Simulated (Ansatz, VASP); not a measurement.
## CuO in VASP and in Ansatz

INCAR

```
PREC = Accurate
ENCUT = 600
EDIFF = 1E-6
ISMEAR = -1
SIGMA = 0.05
LREAL = False
LASPH = True
NELM = 100
ALGO = Normal
ISIF = 3
LWAVE = False
LCHARG = False
GGA = PE
IBRION = 2
NSW = 80
EDIFFG = -0.005
```

File KPOINTS:

```
regular mesh
0
Gamma
  9 9 9
```

The input POSCAR:

```
CuO
1.0
    0.0000000000      2.1165600000      2.1165600000
    2.1165600000      0.0000000000      2.1165600000
    2.1165600000      2.1165600000      0.0000000000
Cu O
1 1
Direct
    0.0294977200      0.0281008700      0.9080259900
    0.4705022800      0.4718991300      0.5919740100
```

Contents of input.yaml:

```yaml
crystal:
  lattice:
    - [0.0, 2.11656, 2.11656]
    - [2.11656, 0.0, 2.11656]
    - [2.11656, 2.11656, 0.0]
  atoms:
    - { symbol: Cu, position: [0.02949772, 0.02810087, 0.90802599] }
    - { symbol: O, position: [0.47050228, 0.47189913, 0.59197401] }
kpoints:
  mp_grid: { grid: [9, 9, 9] }
scf:
  occupations: { method: fermi_dirac, width: 0.05 }
hamiltonian:
  xc: pbe
  pseudopotentials: { kind: all_electron, lapw: { basis_error: 0.002 } }
output:
  forces: true
  stress: true
relax:
  f_tol: 0.005
  max_steps: 60
  cell: {}
```

Alike in both runs: task relaxation of cell and atoms; functional PBE; k mesh 9 × 9 × 9; occupations fermi-dirac, width 0.05 eV; no spin polarisation.

|  | VASP | Ansatz |
| --- | --- | --- |
| version | VASP 6.6.1 | Ansatz 0.2.0 |
| potentials or method | VASP PAW PBE potentials, release 64 (Cu, O), cutoff 600 eV | all-electron LAPW, scalar-relativistic |

Ansatz gave:

| Item | Value |
| --- | --- |
| relaxed volume (Å³/atom) | 9.55 |
| relaxed length of the cell vector where the two differ most in proportion (Å) | 3.000 |

Problem. Which values does VASP return?

Solution. Relaxed volume (Å³/atom): 9.56; relaxed length of the cell vector where the two differ most in proportion (Å): 3.002.

Ansatz ran all-electron here, and VASP with PAW potentials.

Noted on Ansatz's run: the k mesh is thin for a metal, which can move the energy by tens of meV per atom.
